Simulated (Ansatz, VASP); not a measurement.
Zr in VASP and in Ansatz

```
CELL_PARAMETERS angstrom
3.13504 0.00000 0.00000
-1.56752 2.71502 0.00000
0.00000 0.00000 5.14700
ATOMIC_POSITIONS crystal
Zr 0.33333 0.66667 0.25000
Zr 0.66667 0.33333 0.75000
```

Change from the starting cell: strain -0.030 along x and y, +0.000 along z, atoms carried along.

Alike in both runs: task single point; functional PBE; k mesh 18 × 18 × 10; occupations gaussian, width 0.15 eV; no spin polarisation.

```csv
,VASP,Ansatz
version,VASP 6.6.1,Ansatz 0.2.0
potentials or method,"VASP PAW PBE potentials, release 64 (Zr_sv), cutoff 520 eV","scalar-relativistic, plane waves, PAW"
valence electrons in the cell,24,24
```

|  | VASP | Ansatz | Ansatz less VASP |
| --- | --- | --- | --- |
| gap on the k mesh at the Fermi level (eV) | none | none | - |
| pressure (GPa) | 6.6 | 6.6 | -0.01 |
| traceless stress, the component that is largest in VASP (GPa) | -1.19 | -1.17 | +0.014 |

A gap of «none» marks a metal or a gap that the smearing closes. With one functional, cell and mesh, what is left measures potentials, basis and numerics.
